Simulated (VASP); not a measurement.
Wanted: the native input for a VASP 6.6.1 run.

```
Task                   : single point
Functional             : PBE
Potentials or basis    : VASP PAW PBE potentials, release 64 (O, H, Li_sv, Cl)
Cutoff                 : 520 eV
k mesh                 : 1 × 1 × 1
Occupations            : fermi-dirac, width 0.05 eV
Spin                   : no spin polarisation
Dipole correction      : no
Further INCAR settings : LREAL = Auto; ALGO = Normal; EDIFF = 1e-06; NBANDS = 67
```

The structure of LiH20ClO10 lies in POSCAR:

```
LiH20ClO10
1.0
    6.7649870000      0.0000000000      0.0000000000
    0.0000000000      6.7649870000      0.0000000000
    0.0000000000      0.0000000000      6.7649870000
O H Li Cl
10 20 1 1
Direct
    0.5627257718      0.8613698900      0.5155585325
    0.7553346016      0.1883894564      0.1557057330
    0.0753636946      0.1732223019      0.8434375066
    0.2622644946      0.7810684064      0.1828429814
    0.0920517125      0.7219539968      0.5606396023
    0.2797447267      0.1938741601      0.4811065113
    0.4515306144      0.6773463903      0.8476264900
    0.7997745673      0.5508367974      0.3455293340
    0.3660011464      0.3396094046      0.0721871279
    0.6347079462      0.2402092087      0.6680057537
    0.6426046727      0.7625676883      0.4442269400
    0.5179097851      0.7834891235      0.6331469495
    0.8551233392      0.2100462099      0.0530562676
    0.7528423536      0.0441947976      0.1642559651
    0.1268596065      0.1897913361      0.7075221287
    0.0423162469      0.0325744971      0.8587023982
    0.3394326293      0.7645510349      0.0591770501
    0.1474240933      0.6981569860      0.1599011548
    0.0356387126      0.7252232232      0.6938907125
   -0.0063628286      0.6469586776      0.4820359387
    0.2749383912      0.2731361323      0.3588490911
    0.4083552910      0.2305412733      0.5421886088
    0.5895663001      0.6977333743      0.8934183511
    0.4196794248      0.5406507537      0.8893488242
    0.8119001933      0.6048645590      0.2101588260
    0.7714202657      0.4095306978      0.3261612140
    0.2765691302      0.2552514139     -0.0070621328
    0.4932198931      0.2695346143      0.0806121334
    0.7508525162      0.3108409545      0.7142971697
    0.6779960278      0.1051477568      0.6376895220
    0.2906702938     -0.1043359477      0.4324617170
    0.8629427862      0.7747977310      0.9611423978
```

One way to write it, as run:

INCAR

```
SYSTEM = LiH20ClO10
ALGO = Normal
EDIFF = 1E-6
ENCUT = 520
GGA = PE
ISIF = 2
ISMEAR = -1
LASPH = .TRUE.
LCHARG = .TRUE.
LELF = .TRUE.
LREAL = Auto
LVHAR = .TRUE.
LWAVE = .FALSE.
NBANDS = 67
NELM = 80
PREC = Accurate
SIGMA = 0.05
```

KPOINTS

```
k-points
0
G
  1 1 1
  0 0 0
```

Potentials or basis: VASP PAW PBE potentials, release 64 (O, H, Li_sv, Cl).

Command:

```sh
$ cat potpaw_PBE.64/O/POTCAR potpaw_PBE.64/H/POTCAR potpaw_PBE.64/Li_sv/POTCAR potpaw_PBE.64/Cl/POTCAR > POTCAR
$ mpirun -np 1 vasp_gam > vasp.out
```

It gave:

| Item | Value |
| --- | --- |
| Largest force | 0.309 eV/Å |
| Band gap on the k mesh | 4.72 eV |

Caveat: the k points lie up to 0.93 Å⁻¹ apart, too coarse for converged energies, forces and pressures.

It took 100 s on 1 thread of Intel Xeon 8259CL (shared host), peak memory 0.33 GiB.
